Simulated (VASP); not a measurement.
# Cu (Pmmn) in VASP: single point with PBEsol

Aim: the single point of Cu with PBEsol.

All numbers are computed with VASP 6.6.1; they aren't measurements. Logs are shortened: lines on timing, memory, paths and dates and some standing lists are left out, and cuts for length are marked.

**1. The cell of the first run**

Symmetry: Pmmn, No. 59, orthorhombic system. The conventional cell has a = 2.556 Å, b = 3.615 Å, c = 10.975 Å, α = 90.00°, β = 90.00°, γ = 90.00°. Within 3.4 Å of Cu (site symmetry mm2) lie 12 Cu at 2.56 to 3.31 Å. Cu (site symmetry mm2) has 12 Cu at 2.56 to 3.31 Å within 3.4 Å. Cu (site symmetry mm2) has 12 Cu at 2.56 Å within 3.4 Å. Within 3.4 Å of Cu (site symmetry mm2) lie 12 Cu at 2.56 Å.

**2. Single point, PBEsol (the distance across one plane changed)**

INCAR

```
SYSTEM = Cu
  PREC = Accurate
  ENCUT = 520
  EDIFF = 1E-7
  ISMEAR = 0
  SIGMA = 0.15
  LREAL = .FALSE.
  LASPH = .TRUE.
  NELM = 60
  ALGO = Fast
  ISIF = 2
  LWAVE = .FALSE.
  LCHARG = .TRUE.
  GGA = PS
  LELF = .TRUE.
  LVHAR = .TRUE.
  NBANDS = 54
```

KPOINTS

```
regular mesh
0
G
  13 18 5
  0 0 0
```

POSCAR

```
Cu
1.0
    3.6150000000      0.0000000000      0.0000000000
    0.0000000000      1.8075000000     -1.8075000000
    0.0000000000      7.7603300859      7.7603300859
Cu
8
Direct
    0.0000000000      0.0000000000      0.8734325634
    0.5000000000      0.5000000000      0.0582288376
    0.0000000000      0.0000000000      0.1746865127
    0.5000000000      0.5000000000      0.2911441878
    0.0000000000      0.0000000000      0.4076018629
    0.5000000000      0.5000000000      0.5240595381
    0.0000000000      0.0000000000      0.6405172132
    0.5000000000      0.5000000000      0.7569748883
```

Potentials or basis: VASP PAW PBE potentials, release 64 (Cu).

Started as:

```
$ cat potpaw_PBE.64/Cu/POTCAR > POTCAR
$ mpirun -np 1 vasp_std > vasp.out
```

OUTCAR:

```text
SYSTEM = Cu
   PREC = Accurate
   ENCUT = 520
   EDIFF = 1E-7
   ISMEAR = 0
   LREAL = .FALSE.
   LASPH = .TRUE.
   NELM = 60
   ISIF = 2
   GGA = PS

 ion  position               nearest neighbor table
   1  0.000  0.000  0.873-   7 2.56   8 2.56   8 2.56   8 2.56   8 2.56
   2  0.500  0.500  0.058-   4 2.56   3 2.56   3 2.56   3 2.56   3 2.56
   3  0.000  0.000  0.175-   5 2.56   4 2.56   2 2.56   2 2.56   4 2.56   2 2.56   4 2.56   2 2.56
                             4 2.56
   4  0.500  0.500  0.291-   2 2.56   3 2.56   5 2.56   3 2.56   5 2.56   3 2.56   5 2.56   3 2.56
                             5 2.56   6 2.56
   5  0.000  0.000  0.408-   3 2.56   4 2.56   4 2.56   4 2.56   4 2.56   6 2.56   6 2.56   6 2.56
                             6 2.56   7 2.56
   6  0.500  0.500  0.524-   8 2.56   7 2.56   7 2.56   7 2.56   7 2.56   5 2.56   5 2.56   5 2.56
                             5 2.56   4 2.56
   7  0.000  0.000  0.641-   1 2.56   6 2.56   8 2.56   6 2.56   8 2.56   6 2.56   8 2.56   6 2.56
                             8 2.56   5 2.56
   8  0.500  0.500  0.757-   6 2.56   1 2.56   7 2.56   1 2.56   7 2.56   1 2.56   7 2.56   1 2.56
                             7 2.56

  LATTYP: Found a simple orthorhombic cell.
 ALAT       =     2.5561910140
 B/A-ratio  =     1.4142135624
 C/A-ratio  =     4.2934053034

  Lattice vectors:

 A1 = (   0.0000000000,  -1.8075000000,   1.8075000000)
 A2 = (   3.6150000000,   0.0000000000,   0.0000000000)
 A3 = (   0.0000000000,   7.7603300859,   7.7603300859)

Analysis of symmetry for initial positions (statically):
=====================================================================
 Subroutine PRICEL returns:
 Original cell was already a primitive cell.

 Routine SETGRP: Setting up the symmetry group for a
 simple orthorhombic supercell.

 Subroutine GETGRP returns: Found  8 space group operations
 (whereof  4 operations were pure point group operations)
 out of a pool of  8 trial point group operations.

The static configuration has the point symmetry C_2v.
 The point group associated with its full space group is D_2h.

Analysis of symmetry for dynamics (positions and initial velocities):
=====================================================================
 Subroutine PRICEL returns:
 Original cell was already a primitive cell.

 Routine SETGRP: Setting up the symmetry group for a
 simple orthorhombic supercell.

 Subroutine GETGRP returns: Found  8 space group operations
 (whereof  4 operations were pure point group operations)
 out of a pool of  8 trial point group operations.

The dynamic configuration has the point symmetry C_2v.
 The point group associated with its full space group is D_2h.

 Subroutine INISYM returns: Found  8 space group operations
 (whereof  4 operations are pure point group operations),
 and found     1 'primitive' translations

----------------------------------------------------------------------------------------

                                     Primitive cell

  volume of cell :     101.4137

  direct lattice vectors                    reciprocal lattice vectors
     3.615000000  0.000000000  0.000000000     0.276625173  0.000000000  0.000000000
     0.000000000  1.807500000 -1.807500000     0.000000000  0.276625173 -0.276625173
     0.000000000  7.760330086  7.760330086     0.000000000  0.064430249  0.064430249

  length of vectors
     3.615000000  2.556191014 10.974764056     0.276625173  0.391207071  0.091118132

  position of ions in fractional coordinates (direct lattice)
     0.000000000  0.000000000  0.873432563
     0.500000000  0.500000000  0.058228838
     0.000000000  0.000000000  0.174686513
     0.500000000  0.500000000  0.291144188
     0.000000000  0.000000000  0.407601863
     0.500000000  0.500000000  0.524059538
     0.000000000  0.000000000  0.640517213
     0.500000000  0.500000000  0.756974888

  ion indices of the primitive-cell ions
   primitive index   ion index
                 1           1
                 2           2
                 3           3
                 4           4
                 5           5
                 6           6
                 7           7
                 8           8

----------------------------------------------------------------------------------------

 KPOINTS: regular mesh

Automatic generation of k-mesh.
 Grid dimensions read from file:
 generate k-points for:   13   18    5

 Generating k-lattice:

  Cartesian coordinates                     Fractional coordinates (reciprocal lattice)
     0.021278859  0.000000000  0.000000000     0.076923077  0.000000000  0.000000000
     0.000000000  0.015368065 -0.015368065     0.000000000  0.055555556  0.000000000
     0.000000000  0.012886050  0.012886050     0.000000000  0.000000000  0.200000000

  Length of vectors
     0.021278859  0.021733726  0.018223626

  Shift w.r.t. Gamma in fractional coordinates (k-lattice)
     0.000000000  0.000000000  0.000000000

 Subroutine IBZKPT returns following result:
 ===========================================

 Found    210 irreducible k-points:

 Following reciprocal coordinates:
            Coordinates               Weight
  0.000000  0.000000  0.000000      1.000000
  0.076923  0.000000  0.000000      2.000000
  0.153846  0.000000  0.000000      2.000000
  0.230769  0.000000  0.000000      2.000000
  0.307692  0.000000  0.000000      2.000000
  0.384615  0.000000  0.000000      2.000000
[... 16 lines left out ...]
  0.076923  0.166667  0.000000      4.000000
  0.153846  0.166667  0.000000      4.000000
 [... further k-points ...]
   k-points           NKPTS =    210   k-points in BZ     NKDIM =    210   number of bands    NBANDS=     54
   number of dos      NEDOS =    301   number of ions     NIONS =      8
   total plane-waves  NPLWV =  47040
   dimension x,y,z NGX =    28 NGY =   20 NGZ =   84
   dimension x,y,z NGXF=    56 NGYF=   40 NGZF=  168
   ions per type =               8
   NGX,Y,Z   is equivalent  to a cutoff of  12.88, 13.01, 12.72 a.u.
   NGXF,Y,Z  is equivalent  to a cutoff of  25.75, 26.01, 25.45 a.u.
 SYSTEM =  Cu
   PREC   = accura    normal or accurate (medium, high low for compatibility)
   ISTART =      0    job   : 0-new  1-cont  2-samecut
   ICHARG =      2    charge: 1-file 2-atom 10-const
   ISPIN  =      1    spin polarized calculation?
   LNONCOLLINEAR =      F non collinear calculations
   LSORBIT =      F    spin-orbit coupling
   LASPH  =      T    aspherical Exc in radial PAW
   ENCUT  =  520.0 eV  38.22 Ry    6.18 a.u.   6.72  4.75 20.41*2*pi/ulx,y,z
   NELM   =     60;   NELMIN=  2; NELMDL= -5     # of ELM steps
   EDIFF  = 0.1E-06   stopping-criterion for ELM
   LREAL  =      F    real-space projection
   EDIFFG = 0.1E-05   stopping-criterion for IOM
   NSW    =      0    number of steps for IOM
   IBRION =     -1    ionic relax: 0-MD 1-quasi-New 2-CG
   NFREE  =      0    steps in history (QN), initial steepest desc. (CG)
   ISIF   =      2    stress and relaxation
   ISYM   =      2    0-nonsym 1-usesym 2-fastsym
   POTIM  = 0.5000    time-step for ionic-motion
   TEBEG  =    0.0;   TEEND  =   0.0 temperature during run
   PSTRESS=    0.0 pullay stress
   NELECT =      88.0000    total number of electrons
   NUPDOWN=      -1.0000    fix difference up-down
   EMIN   =  10.00;   EMAX   =-10.00  energy-range for DOS
   EFERMI =   0.00;   METHOD = LEGACY
   ISMEAR =     0;   SIGMA  =   0.15  broadening in eV -4-tet -1-fermi 0-gaus
   EFERMI_NEDOS =   21; number of points for ismear=-14 and -15
   IALGO  =     68    algorithm
   IMIX   =      4    mixing-type and parameters
     AMIX     =   0.40;   BMIX     =  1.00
     AMIX_MAG =   1.60;   BMIX_MAG =  1.00
  volume/ion in A,a.u.               =      12.68        85.55
  Fermi-wavevector in a.u.,A,eV,Ry     =   1.561481  2.950772 33.174050  2.438224
  Thomas-Fermi vector in A             =   2.664540
   LORBIT       =      0    0 simple, 1 ext, 2 COOP (PROOUT), +10 PAW based schemes
   GGA     = PS    functional components
   LHFCALC =     F    Hartree Fock is set to
   AEXX    =    0.0000 exact exchange contribution
   IVDW    =     0    specifies the selected vdW correction
   LEPSILON=     F    determine dielectric tensor
   LRPA    =     F    only Hartree local field effects (RPA)
 non-spin polarized calculation
 RMM-DIIS sequential band-by-band and
 Gauss-broadening in eV      SIGMA  =   0.15
  energy-cutoff  :      520.00
  volume of cell :      101.41
 maximum number of plane-waves:      2770
 NGX is ok and might be reduce to    28
   NGX = 13   NGY =  9   NGZ = 41

 number of electron      87.9999872 magnetization

 Free energy of the ion-electron system (eV)
  ---------------------------------------------------
  ext. energy  EPLUGINS =         0.00000000
  ---------------------------------------------------
  free energy    TOTEN  =       -33.54570353 eV

  energy without entropy =      -33.51490100  energy(sigma->0) =      -33.53030227

 E-fermi :   6.5528     XC(G=0): -12.4615

 val. band max:        6.5511870240   @ k =   0.2308   0.2778   0.2000
 cond. band min:       6.5561232482   @ k =   0.3077   0.0000   0.0000
 fundamental gap:      0.0049362242
 Fermi energy:         6.5528196295

 k-point     1 :       0.0000    0.0000    0.0000
  band No.  band energies     occupation
      1      -2.5333      2.00000
      2      -1.3888      2.00000
      3      -0.6540      2.00000
      4       1.7300      2.00000
      5       1.8612      2.00000
      6       2.0387      2.00000
[... 46 lines left out ...]
     53      14.4620      0.00000
     54      15.4370      0.00000

 k-point     2 :       0.0769    0.0000    0.0000
  band No.  band energies     occupation
      1      -2.4619      2.00000
      2      -1.3230      2.00000
      3      -0.5921      2.00000
      4       1.7281      2.00000
      5       1.8601      2.00000
      6       2.0152      2.00000
[... 46 lines left out ...]
     53      14.8256      0.00000
     54      15.1450      0.00000
[... 1195 lines left out ...]
     53      15.3587      0.00000
     54      15.5104      0.00000

 k-point    24 :       0.1538    0.1667    0.0000
  band No.  band energies     occupation
      1      -1.5972      2.00000
      2      -0.5150      2.00000
      3       0.1869      2.00000
      4       2.0204      2.00000
      5       2.1477      2.00000
      6       2.2268      2.00000
[... 46 lines left out ...]
     53      15.6751      0.00000
     54      16.3162      0.00000

 [... further k-points ...]

------------------------ aborting loop because EDIFF is reached ----------------------------------------

  FORCE on cell =-STRESS in cart. coord.  units (eV):
  Direction    XX          YY          ZZ          XY          YZ          ZX
  --------------------------------------------------------------------------------------
  -------------------------------------------------------------------------------------
  Total       -5.9058184     -5.9586427     -5.9586427      0.0000000     -1.0178017     -0.0000000
  in kB      -93.3026280    -94.1371684    -94.1371684      0.0000000    -16.0796637     -0.0000000
  external PRESSURE =     -93.8589883 kB  Pullay stress =       0.0000000 kB

 VOLUME and BASIS-vectors are now :
 -----------------------------------------------------------------------------
  energy-cutoff  :      520.00
  volume of cell :      101.41
      direct lattice vectors                 reciprocal lattice vectors
     3.615000000  0.000000000  0.000000000     0.276625173  0.000000000  0.000000000
     0.000000000  1.807500000 -1.807500000     0.000000000  0.276625173 -0.276625173
     0.000000000  7.760330086  7.760330086     0.000000000  0.064430249  0.064430249

 POSITION                                       TOTAL-FORCE (eV/Angst)
 -----------------------------------------------------------------------------------
      0.00000      6.77812      6.77812         0.000000      0.442079      0.442079
      1.80750      1.35563     -0.45187         0.000000     -0.442079     -0.442079
      0.00000      1.35563      1.35563         0.000000     -0.190949     -0.190949
      1.80750      3.16312      1.35562         0.000000     -0.053372     -0.053372
      0.00000      3.16312      3.16312         0.000000      0.024746      0.024746
      1.80750      4.97063      3.16313         0.000000     -0.024746     -0.024746
      0.00000      4.97063      4.97063         0.000000      0.053372      0.053372
      1.80750      6.77812      4.97062         0.000000      0.190949      0.190949
 -----------------------------------------------------------------------------------
    total drift:                                0.000000      0.000135      0.000135

  FREE ENERGIE OF THE ION-ELECTRON SYSTEM (eV)
  ---------------------------------------------------
  free  energy   TOTEN  =       -33.5457035294 eV

  energy  without entropy=      -33.5149010020  energy(sigma->0) =      -33.53030227
```

Wall time 20 min (1 thread of Oxide Virtual Turin-like, shared host); peak memory 0.74 GiB.

What came out:

```
Free energy            : -33.5457 eV
Pressure               : -9.4 GPa
Largest force          : 0.625 eV/Å
Band gap on the k mesh : zero (bands 44 and 45 overlap by 3.27 eV)
```

Forces in eV/Å, atoms in the order of the input:
```
Cu   0.000  0.442  0.442
Cu   0.000 -0.442 -0.442
Cu   0.000 -0.191 -0.191
Cu   0.000 -0.053 -0.053
Cu   0.000  0.025  0.025
Cu   0.000 -0.025 -0.025
Cu   0.000  0.053  0.053
Cu   0.000  0.191  0.191
```

Stress tensor (GPa, compression positive):
```
-9.33  0.00  0.00
 0.00 -9.41 -1.61
 0.00 -1.61 -9.41
```

Levels at points of the mesh, in eV from the Fermi level:
```tsv
k point	band 41	band 42	band 43	band 44	band 45	band 46	band 47	band 48
(0.00, 0.00, 0.00)	-1.51	-1.46	-1.42	-0.81	-0.60	1.90	4.01	4.09
(0.00, 0.50, 0.00)	-0.19	-0.19	0.19	0.19	0.48	0.48	1.45	1.45
```

Caveat: the cell differs from its parent crystal (the distance across one plane changed); the cell stands under tension; the PAW data sets were made with another functional, which shifts forces and pressure a little.
